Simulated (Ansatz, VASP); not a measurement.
## Two plane-wave programs on CoSi

File INCAR:

```
PREC = Accurate
ENCUT = 520
EDIFF = 1E-6
ISMEAR = 0
SIGMA = 0.15
LREAL = F
LASPH = T
NELM = 60
ALGO = Fast
ISIF = 2
LWAVE = F
LCHARG = T
GGA = PS
LELF = T
LVHAR = T
NBANDS = 36
```

The input KPOINTS:

```
Automatic mesh
0
Gamma
  10 10 10
```

File POSCAR:

```
CoSi
1.0
    4.8792308938      0.0000000000      0.0000000000
    0.0000000000      3.8924201512      0.0000000000
    0.0000000000      0.0000000000      4.3858255225
Co Si
4 4
Direct
    0.1456446743      0.1456446743      0.1456446743
    0.3543553257      0.8543553257      0.6456446743
    0.6456446743      0.3543553257      0.8543553257
    0.8543553257      0.6456446743      0.3543553257
    0.8433288496      0.8433288496      0.8433288496
    0.6566711504      0.1566711504      0.3433288496
    0.3433288496      0.6566711504      0.1566711504
    0.1566711504      0.3433288496      0.6566711504
```

Input for Ansatz:

```yaml
crystal:
  lattice:
    - [4.8792308938, 0.0, 0.0]
    - [0.0, 3.8924201512, 0.0]
    - [0.0, 0.0, 4.3858255225]
  atoms:
    - { symbol: Co, position: [0.1456446743, 0.1456446743, 0.1456446743] }
    - { symbol: Co, position: [0.3543553257, 0.8543553257, 0.6456446743] }
    - { symbol: Co, position: [0.6456446743, 0.3543553257, 0.8543553257] }
    - { symbol: Co, position: [0.8543553257, 0.6456446743, 0.3543553257] }
    - { symbol: Si, position: [0.8433288496, 0.8433288496, 0.8433288496] }
    - { symbol: Si, position: [0.6566711504, 0.1566711504, 0.3433288496] }
    - { symbol: Si, position: [0.3433288496, 0.6566711504, 0.1566711504] }
    - { symbol: Si, position: [0.1566711504, 0.3433288496, 0.6566711504] }
basis:
  ecutwfc: 420
kpoints:
  mp_grid: { grid: [10, 10, 10] }
hamiltonian:
  xc: pbesol
scf:
  occupations: { method: gaussian, width: 0.15 }
output:
  forces: true
  stress: true
  eigenvalues: true
```

Change from the starting cell: strain +0.1125 x Voigt [1, -1, 0, 0, 0, 0], atoms carried along.

Alike in both runs: task single point; functional PBEsol; k mesh 10 × 10 × 10; occupations gaussian, width 0.15 eV; no spin polarisation.

|  | VASP | Ansatz |
| --- | --- | --- |
| version | VASP 6.6.1 | Ansatz 0.2.0 |
| potentials or method | VASP PAW PBE potentials, release 64 (Co, Si), cutoff 520 eV | scalar-relativistic, plane waves, PAW |
| valence electrons in the cell | 52 | 84 |

```csv
,VASP,Ansatz,Ansatz less VASP
gap on the k mesh at the Fermi level (eV),none,none,-
pressure (GPa),12.7,12.4,-0.27
"traceless stress, the component that is largest in VASP (GPa)",32.81,32.63,-0.175
rms of the force components (eV/Å),0.322,0.315,-0.0076
```

VASP's potentials were made for PBE, not for PBEsol. Atom by atom the forces differ by 0.012 eV/Å (rms over components). A gap of «none» marks a metal or a gap that the smearing closes. The functional is the same, so the differences come from potentials, cutoffs and numerics. VASP's potentials hold 52 valence electrons a cell and Ansatz's 84, so a difference there can come from the potentials and not from the codes.
